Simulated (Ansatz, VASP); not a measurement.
# AlN: VASP beside Ansatz

File INCAR:

```
SYSTEM = AlN
  PREC = Accurate
  ENCUT = 520
  EDIFF = 1E-6
  ISMEAR = -1
  SIGMA = 0.02
  LREAL = .FALSE.
  LASPH = .TRUE.
  NELM = 60
  ALGO = Normal
  ISIF = 2
  LWAVE = .FALSE.
  LCHARG = .FALSE.
  GGA = PE
  NBANDS = 11
```

File KPOINTS:

```
regular mesh
0
G
  10 10 10
  0 0 0
```

File POSCAR:

```
AlN
1.0
    0.0000000000      2.2534816071      2.1067790577
    2.2534816071      0.0000000000      2.1067790577
    2.2534816071      2.2534816071      0.0000000000
Al N
1 1
Direct
    0.0000000000      0.0000000000      0.0000000000
    0.7500000000      0.7500000000      0.7500000000
```

Input for Ansatz:

```yaml
crystal:
  lattice:
    - [0.0, 2.2534816071, 2.1067790577]
    - [2.2534816071, 0.0, 2.1067790577]
    - [2.2534816071, 2.2534816071, 0.0]
  atoms:
    - { symbol: Al, position: [0.0, 0.0, 0.0] }
    - { symbol: "N", position: [0.75, 0.75, 0.75] }
kpoints:
  mp_grid: { grid: [10, 10, 10] }
  band_path:
    path:
      - [0.0, 0.0, 0.0]
      - [-0.5, -0.5, 0.0]
      - [-0.375, -0.375, 0.25]
      - [-0.375, 0.0, 0.375]
      - [0.0, 0.0, 0.5]
      - [-0.5, -0.25, 0.25]
    npoints: 1
hamiltonian:
  xc: pbe
scf:
  occupations: { method: fermi_dirac, width: 0.02 }
  n_extra_bands: 4
output:
  forces: true
  stress: true
  eigenvalues: true
```

Change from the starting cell: epitaxial_xy strain +3.1%.

Alike in both runs: task single point; functional PBE; k mesh 10 × 10 × 10; occupations fermi-dirac, width 0.02 eV; no spin polarisation.

|  | VASP | Ansatz |
| --- | --- | --- |
| version | VASP 6.6.1 | Ansatz 0.2.0 |
| potentials or method | VASP PAW PBE potentials, release 64 (Al, N) | plane waves, PAW |
| plane-wave cutoff (eV) | 520 | 420 |
| valence electrons in the cell | 8 | 8 |

|  | VASP | Ansatz | Ansatz less VASP |
| --- | --- | --- | --- |
| gap on the k mesh at the Fermi level (eV) | 2.98 | 2.99 | +0.009 |
| pressure (GPa) | -1.1 | -0.9 | +0.28 |
| traceless stress, the component that is largest in VASP (GPa) | 4.86 | 4.82 | -0.037 |
